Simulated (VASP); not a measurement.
# GaP (F-43m) in VASP: further runs, part 2 of 2

VASP 6.6.1.

## (4) Single point, PBE (volume scaled by 1.03)

File INCAR:

```
ALGO     = Normal         # electronic algorithm
EDIFF    = 1E-6           # SCF threshold, eV
ENCUT    = 500            # plane-wave cutoff, eV
GGA      = PE             # functional
GGA_COMPAT= F            
ISIF     = 2              # what is computed and relaxed
ISMEAR   = 0              # smearing method
LASPH    = T              # aspherical terms in the spheres
LCHARG   = F              # write CHGCAR
LREAL    = F              # projectors in reciprocal space
LWAVE    = F              # write WAVECAR
NBANDS   = 16             # bands
NELM     = 120            # most SCF steps
PREC     = Accurate       # precision mode
SIGMA    = 0.02           # smearing width, eV
```

File KPOINTS:

```
k-points
0
Gamma
  8 8 8
```

File POSCAR:

```
GaP
1.0
    0.0000000000      2.7797914163      2.7797914163
    2.7797914163      0.0000000000      2.7797914163
    2.7797914163      2.7797914163      0.0000000000
Ga P
1 1
Direct
    0.0000000000      0.0000000000      0.0000000000
    0.2500000000      0.2500000000      0.2500000000
```

Potentials or basis: VASP PAW PBE potentials, release 64 (Ga_d, P).

Launch:

```
$ cat potpaw_PBE.64/Ga_d/POTCAR potpaw_PBE.64/P/POTCAR > POTCAR
$ mpirun -np 1 vasp_std > vasp.out
```

OUTCAR:

```text
EDIFF = 1E-6
   ENCUT = 500
   GGA = PE
   ISIF = 2
   ISMEAR = 0
   LASPH = T
   LREAL = F
   NELM = 120
   PREC = Accurate

 ion  position               nearest neighbor table
   1  0.000  0.000  0.000-   2 2.41   2 2.41   2 2.41   2 2.41
   2  0.250  0.250  0.250-   1 2.41   1 2.41   1 2.41   1 2.41

  LATTYP: Found a face centered cubic cell.
 ALAT       =     5.5595828326

  Lattice vectors:

 A1 = (   0.0000000000,   2.7797914163,   2.7797914163)
 A2 = (   2.7797914163,   0.0000000000,   2.7797914163)
 A3 = (   2.7797914163,   2.7797914163,   0.0000000000)

Analysis of symmetry for initial positions (statically):
=====================================================================
 Subroutine PRICEL returns:
 Original cell was already a primitive cell.

 Routine SETGRP: Setting up the symmetry group for a
 face centered cubic supercell.

 Subroutine GETGRP returns: Found 24 space group operations
 (whereof 24 operations were pure point group operations)
 out of a pool of 48 trial point group operations.

[... 156 lines left out ...]
  ---------------------------------------------------
  ext. energy  EPLUGINS =         0.00000000
  ---------------------------------------------------
  free energy    TOTEN  =        -9.11730582 eV

  energy without entropy =       -9.11730582  energy(sigma->0) =       -9.11730582

 E-fermi :   4.1502     XC(G=0):  -9.5647

 val. band max:        4.0647392967   @ k =   0.0000   0.0000   0.0000
 cond. band min:       5.4050151739   @ k =   0.0000   0.0000   0.0000
 fundamental gap:      1.3402758772
 Fermi energy:         4.1502441732

 k-point     1 :       0.0000    0.0000    0.0000
  band No.  band energies     occupation
      1     -10.3987      2.00000
      2     -10.3987      2.00000
      3     -10.3987      2.00000
      4     -10.3159      2.00000
      5     -10.3159      2.00000
      6      -7.9960      2.00000
[... 433 lines left out ...]
      3     -10.3634      2.00000
      4     -10.3197      2.00000
      5     -10.3098      2.00000
      6      -5.7464      2.00000
[... 8 lines left out ...]
     15      15.8459      0.00000
     16      16.2351      0.00000

 [... further k-points ...]
[... 5 lines left out ...]
  --------------------------------------------------------------------------------------
  -------------------------------------------------------------------------------------
  Total       -0.5763668     -0.5763668     -0.5763668     -0.0000000     -0.0000000     -0.0000000
  in kB      -21.4952694    -21.4952694    -21.4952694     -0.0000000     -0.0000000     -0.0000000
  external PRESSURE =     -21.4952694 kB  Pullay stress =       0.0000000 kB

 VOLUME and BASIS-vectors are now :
 -----------------------------------------------------------------------------
  energy-cutoff  :      500.00
  volume of cell :       42.96
      direct lattice vectors                 reciprocal lattice vectors
     0.000000000  2.779791416  2.779791416    -0.179869611  0.179869611  0.179869611
     2.779791416  0.000000000  2.779791416     0.179869611 -0.179869611  0.179869611
     2.779791416  2.779791416  0.000000000     0.179869611  0.179869611 -0.179869611

 POSITION                                       TOTAL-FORCE (eV/Angst)
 -----------------------------------------------------------------------------------
      0.00000      0.00000      0.00000         0.000000      0.000000     -0.000000
      1.38990      1.38990      1.38990        -0.000000     -0.000000      0.000000
 -----------------------------------------------------------------------------------
    total drift:                                0.000000      0.000000     -0.000000

  FREE ENERGIE OF THE ION-ELECTRON SYSTEM (eV)
  ---------------------------------------------------
  free  energy   TOTEN  =        -9.1173058165 eV

  energy  without entropy=       -9.1173058165  energy(sigma->0) =       -9.11730582
```

OSZICAR:

```text
N       E                     dE             d eps       ncg     rms          rms(c)
DAV:   1     0.786254843518E+02    0.78625E+02   -0.88598E+03   952   0.154E+03
DAV:   2    -0.337885685189E+01   -0.82004E+02   -0.78220E+02  1048   0.299E+02
DAV:   3    -0.927221491768E+01   -0.58934E+01   -0.58755E+01  1152   0.635E+01
DAV:   4    -0.936844222131E+01   -0.96227E-01   -0.96201E-01  1192   0.897E+00
DAV:   5    -0.937041778886E+01   -0.19756E-02   -0.19755E-02  1136   0.110E+00    0.398E+00
DAV:   6    -0.913895692426E+01    0.23146E+00   -0.37531E-01  1456   0.978E+00    0.260E+00
DAV:   7    -0.911635420702E+01    0.22603E-01   -0.84541E-02  1248   0.187E+00    0.106E+00
DAV:   8    -0.911673950056E+01   -0.38529E-03   -0.12612E-02  1064   0.134E+00    0.153E-01
DAV:   9    -0.911714640915E+01   -0.40691E-03   -0.13115E-03  1192   0.516E-01    0.846E-02
DAV:  10    -0.911722837868E+01   -0.81970E-04   -0.11339E-04  1376   0.103E-01    0.436E-02
DAV:  11    -0.911730625861E+01   -0.77880E-04   -0.10965E-04  1088   0.876E-02    0.529E-03
DAV:  12    -0.911730581655E+01    0.44207E-06   -0.32185E-06  1136   0.227E-02
   1 F= -.91173058E+01 E0= -.91173058E+01  d E =-.762711E-12
```

Run time: 14 s. Hardware: 1 thread of Intel Xeon Platinum 8488C (Sapphire Rapids), shared host; peak memory 0.17 GiB.

Results:

- Free energy: -9.1173 eV
- Pressure: -2.1 GPa
- Band gap on the k mesh: 1.34 eV, direct

Levels at points of the mesh, in eV from the valence-band top:
| k point | band 5 | band 6 | band 7 | band 8 | band 9 | band 10 | band 11 | band 12 | band 13 | band 14 |
| --- | --- | --- | --- | --- | --- | --- | --- | --- | --- | --- |
| (0.00, 0.00, 0.00) | -14.38 | -12.06 | 0.00 | 0.00 | 0.00 | 1.34 | 3.90 | 3.90 | 3.90 | 8.55 |
| (0.50, 0.00, 0.00) | -14.37 | -10.18 | -6.31 | -1.03 | -1.03 | 1.49 | 4.73 | 4.73 | 8.16 | 10.48 |
| (0.50, 0.50, 0.00) | -14.36 | -9.36 | -6.48 | -2.48 | -2.48 | 1.77 | 1.87 | 10.15 | 10.15 | 10.67 |

Caveat: the cell differs from its parent crystal (volume scaled by 1.03). A k mesh can miss the band edges.

## (5) Single point, PBE (volume scaled by 1.10)

File INCAR:

```
SYSTEM = GaP
PREC     = Accurate       ! precision mode
ENCUT    = 500            ! plane-wave cutoff, eV
EDIFF    = 1E-6           ! SCF threshold, eV
ISMEAR   = 0              ! smearing method
SIGMA    = 0.02           ! smearing width, eV
LREAL    = .False.        ! projectors in reciprocal space
LASPH    = .True.         ! aspherical terms in the spheres
NELM     = 120            ! most SCF steps
ALGO     = Normal         ! electronic algorithm
ISIF     = 2              ! what is computed and relaxed
LWAVE    = .False.        ! write WAVECAR
LCHARG   = .False.        ! write CHGCAR
GGA      = PE             ! functional
NBANDS   = 16             ! bands
GGA_COMPAT= .False.
```

File KPOINTS:

```
Automatic mesh
0
Gamma
  8 8 8
  0 0 0
```

File POSCAR:

```
GaP
1.0
    0.0000000000      2.8413890100      2.8413890100
    2.8413890100      0.0000000000      2.8413890100
    2.8413890100      2.8413890100      0.0000000000
Ga P
1 1
Direct
    0.0000000000      0.0000000000      0.0000000000
    0.2500000000      0.2500000000      0.2500000000
```

Potentials or basis: VASP PAW PBE potentials, release 64 (Ga_d, P).

Launch:

```
$ cat potpaw_PBE.64/Ga_d/POTCAR potpaw_PBE.64/P/POTCAR > POTCAR
$ mpirun -np 1 vasp_std > vasp.out
```

OUTCAR:

```text
SYSTEM = GaP
   PREC = Accurate
   ENCUT = 500
   EDIFF = 1E-6
   ISMEAR = 0
   LREAL = .False.
   LASPH = .True.
   NELM = 120
   ISIF = 2
   GGA = PE

 ion  position               nearest neighbor table
   1  0.000  0.000  0.000-   2 2.46   2 2.46   2 2.46   2 2.46
   2  0.250  0.250  0.250-   1 2.46   1 2.46   1 2.46   1 2.46

  LATTYP: Found a face centered cubic cell.
 ALAT       =     5.6827780200

  Lattice vectors:

 A1 = (   0.0000000000,   2.8413890100,   2.8413890100)
 A2 = (   2.8413890100,   0.0000000000,   2.8413890100)
 A3 = (   2.8413890100,   2.8413890100,   0.0000000000)

Analysis of symmetry for initial positions (statically):
=====================================================================
 Subroutine PRICEL returns:
 Original cell was already a primitive cell.

 Routine SETGRP: Setting up the symmetry group for a
 face centered cubic supercell.

 Subroutine GETGRP returns: Found 24 space group operations
 (whereof 24 operations were pure point group operations)
 out of a pool of 48 trial point group operations.

The static configuration has the point symmetry T_d .

Analysis of symmetry for dynamics (positions and initial velocities):
=====================================================================
 Subroutine PRICEL returns:
 Original cell was already a primitive cell.

 Routine SETGRP: Setting up the symmetry group for a
 face centered cubic supercell.

 Subroutine GETGRP returns: Found 24 space group operations
 (whereof 24 operations were pure point group operations)
 out of a pool of 48 trial point group operations.

The dynamic configuration has the point symmetry T_d .

 Subroutine INISYM returns: Found 24 space group operations
 (whereof 24 operations are pure point group operations),
 and found     1 'primitive' translations

----------------------------------------------------------------------------------------

[... 105 lines left out ...]
   EMIN   =  10.00;   EMAX   =-10.00  energy-range for DOS
   EFERMI =   0.00;   METHOD = LEGACY
   ISMEAR =     0;   SIGMA  =   0.02  broadening in eV -4-tet -1-fermi 0-gaus
   EFERMI_NEDOS =   21; number of points for ismear=-14 and -15
   IALGO  =     38    algorithm
   IMIX   =      4    mixing-type and parameters
     AMIX     =   0.40;   BMIX     =  1.00
     AMIX_MAG =   1.60;   BMIX_MAG =  1.00
  volume/ion in A,a.u.               =      22.94       154.81
  Fermi-wavevector in a.u.,A,eV,Ry     =   1.198464  2.264768 19.542263  1.436316
  Thomas-Fermi vector in A             =   2.334352
   LORBIT       =      0    0 simple, 1 ext, 2 COOP (PROOUT), +10 PAW based schemes
   GGA     = PE    functional components
   LHFCALC =     F    Hartree Fock is set to
   AEXX    =    0.0000 exact exchange contribution
   IVDW    =     0    specifies the selected vdW correction
   LEPSILON=     F    determine dielectric tensor
   LRPA    =     F    only Hartree local field effects (RPA)
 non-spin polarized calculation
 Gauss-broadening in eV      SIGMA  =   0.02
  energy-cutoff  :      500.00
  volume of cell :       45.88
 maximum number of plane-waves:      1211
 NGX is ok and might be reduce to    30
   NGX = 15   NGY = 15   NGZ = 15

 number of electron      17.9999987 magnetization

 Free energy of the ion-electron system (eV)
  ---------------------------------------------------
  ext. energy  EPLUGINS =         0.00000000
  ---------------------------------------------------
  free energy    TOTEN  =        -9.04303421 eV

  energy without entropy =       -9.04303421  energy(sigma->0) =       -9.04303421

 E-fermi :   3.5641     XC(G=0):  -9.2740

 val. band max:        3.4582976541   @ k =   0.0000   0.0000   0.0000
 cond. band min:       4.2809795899   @ k =   0.0000   0.0000   0.0000
 fundamental gap:      0.8226819358
 Fermi energy:         3.5641356252

 k-point     1 :       0.0000    0.0000    0.0000
  band No.  band energies     occupation
      1     -10.9351      2.00000
      2     -10.9351      2.00000
      3     -10.9351      2.00000
      4     -10.8681      2.00000
      5     -10.8681      2.00000
      6      -8.1621      2.00000
[... 433 lines left out ...]
      3     -10.9069      2.00000
      4     -10.8709      2.00000
      5     -10.8633      2.00000
      6      -6.1413      2.00000
[... 8 lines left out ...]
     15      14.9637      0.00000
     16      15.2764      0.00000

 [... further k-points ...]
[... 5 lines left out ...]
  --------------------------------------------------------------------------------------
  -------------------------------------------------------------------------------------
  Total       -1.6879919     -1.6879919     -1.6879919      0.0000000      0.0000000      0.0000000
  in kB      -58.9466146    -58.9466146    -58.9466146      0.0000000      0.0000000      0.0000000
  external PRESSURE =     -58.9466146 kB  Pullay stress =       0.0000000 kB

 VOLUME and BASIS-vectors are now :
 -----------------------------------------------------------------------------
  energy-cutoff  :      500.00
  volume of cell :       45.88
      direct lattice vectors                 reciprocal lattice vectors
     0.000000000  2.841389010  2.841389010    -0.175970273  0.175970273  0.175970273
     2.841389010  0.000000000  2.841389010     0.175970273 -0.175970273  0.175970273
     2.841389010  2.841389010  0.000000000     0.175970273  0.175970273 -0.175970273

 POSITION                                       TOTAL-FORCE (eV/Angst)
 -----------------------------------------------------------------------------------
      0.00000      0.00000      0.00000         0.000000      0.000000      0.000000
      1.42069      1.42069      1.42069        -0.000000     -0.000000     -0.000000
 -----------------------------------------------------------------------------------
    total drift:                                0.000000      0.000000     -0.000000

  FREE ENERGIE OF THE ION-ELECTRON SYSTEM (eV)
  ---------------------------------------------------
  free  energy   TOTEN  =        -9.0430342067 eV

  energy  without entropy=       -9.0430342067  energy(sigma->0) =       -9.04303421
```

OSZICAR:

```text
N       E                     dE             d eps       ncg     rms          rms(c)
DAV:   1     0.802145270511E+02    0.80215E+02   -0.87316E+03   960   0.152E+03
DAV:   2    -0.248813181847E+01   -0.82703E+02   -0.78781E+02  1040   0.306E+02
DAV:   3    -0.916264085152E+01   -0.66745E+01   -0.66492E+01  1232   0.662E+01
DAV:   4    -0.927814049265E+01   -0.11550E+00   -0.11546E+00  1104   0.955E+00
DAV:   5    -0.928060857561E+01   -0.24681E-02   -0.24679E-02  1232   0.123E+00    0.371E+00
DAV:   6    -0.905992795028E+01    0.22068E+00   -0.37734E-01  1440   0.911E+00    0.239E+00
DAV:   7    -0.904192081463E+01    0.18007E-01   -0.74632E-02  1208   0.168E+00    0.101E+00
DAV:   8    -0.904243592740E+01   -0.51511E-03   -0.11558E-02  1072   0.125E+00    0.118E-01
DAV:   9    -0.904286153809E+01   -0.42561E-03   -0.12903E-03  1168   0.522E-01    0.902E-02
DAV:  10    -0.904294980091E+01   -0.88263E-04   -0.10963E-04  1272   0.903E-02    0.490E-02
DAV:  11    -0.904303470208E+01   -0.84901E-04   -0.12332E-04  1104   0.936E-02    0.613E-03
DAV:  12    -0.904303420668E+01    0.49540E-06   -0.40808E-06  1144   0.225E-02
   1 F= -.90430342E+01 E0= -.90430342E+01  d E =-.455192E-16
```

Wall time 15 s (1 thread of Intel Xeon Platinum 8488C (Sapphire Rapids), shared host); peak memory 0.17 GiB.

What came out:

```
Free energy            : -9.0430 eV
Pressure               : -5.9 GPa
Band gap on the k mesh : 0.82 eV, direct
```

Caveat: the cell differs from its parent crystal (volume scaled by 1.10).

## (6) Single point, PBE

This run uses another cell than the first one, of 20.85 Å³/atom, 1.136 times its volume.

File INCAR:

```
SYSTEM = GaP
  ALGO = Normal
  EDIFF = 1E-6
  ENCUT = 500
  GGA = PE
  GGA_COMPAT = .False.
  ISIF = 2
  ISMEAR = 0
  LASPH = .True.
  LCHARG = .False.
  LREAL = .False.
  LWAVE = .False.
  NBANDS = 16
  NELM = 120
  PREC = Accurate
  SIGMA = 0.02
```

File KPOINTS:

```
k-points
0
Gamma
  6 6 6
  0 0 0
```

File POSCAR:

```
GaP
1.0
    0.0000000000      2.7525368058      2.7525368058
    2.7525368058      0.0000000000      2.7525368058
    2.7525368058      2.7525368058      0.0000000000
Ga P
1 1
Direct
    0.0000000000      0.0000000000      0.0000000000
    0.2500000000      0.2500000000      0.2500000000
```

Potentials or basis: VASP PAW PBE potentials, release 64 (Ga_d, P).

Launch:

```
$ cat potpaw_PBE.64/Ga_d/POTCAR potpaw_PBE.64/P/POTCAR > POTCAR
$ mpirun -np 1 vasp_std > vasp.out
```

It took 10 s on 1 thread of Intel Xeon 6975P-C, shared host; peak memory 0.15 GiB.

It converged, with:

| Property | Result |
| --- | --- |
| Free energy | -9.1119 eV |
| Pressure | 0.0 GPa |
| Band gap on the k mesh | 1.58 eV, direct |

Levels at points of the mesh, in eV from the valence-band top:
```tsv
k point	band 6	band 7	band 8	band 9	band 10	band 11	band 12	band 13
(0.00, 0.00, 0.00)	-12.27	0.00	0.00	0.00	1.58	3.89	3.89	3.89
(0.50, 0.00, 0.00)	-10.30	-6.47	-1.08	-1.08	1.58	4.72	4.72	8.22
(0.50, 0.50, 0.00)	-9.44	-6.62	-2.58	-2.58	1.71	1.84	10.37	10.37
```

## (7) Overview

| cell | k mesh | cutoff (eV) | gap on the mesh (eV) | pressure (GPa) |
| --- | --- | --- | --- | --- |
| a = 3.730 Å, angles 60.0°, 2 atoms | 8 × 8 × 8 | 520 | 1.43 | 13.0 |
| a = 3.772 Å, angles 60.0°, 2 atoms | 8 × 8 × 8 | 500 | 1.51 | 8.9 |
| a = 3.931 Å, angles 60.0°, 2 atoms | 8 × 8 × 8 | 500 | 1.34 | -2.1 |
| a = 4.018 Å, angles 60.0°, 2 atoms | 8 × 8 × 8 | 500 | 0.82 | -5.9 |
| a = 3.893 Å, angles 60.0°, 2 atoms | 6 × 6 × 6 | 500 | 1.58 | 0.0 |

Alike in all rows: task single point; level PBE; potentials or basis VASP PAW PBE potentials, release 64 (Ga_d, P); no spin polarisation; smearing gaussian 0.02 eV.

Total energies depend on the potentials used, so only differences within one code and one set of settings carry meaning.

## (8) How close it comes

Step 6. A measured gap of GaP is 2.34 eV (indirect; 10 K; quoted in “Stacking defects in GaP nanowires: Electronic structure and optical properties”, 2018, arxiv:1810.01194); the calculated 1.58 eV misses it by -0.76 eV. Spin-orbit coupling on Ga is left out. The value is that of PBE on a finite k mesh, which can miss the band edges, without temperature or zero-point motion. Semilocal functionals fall short of measured gaps as a rule.
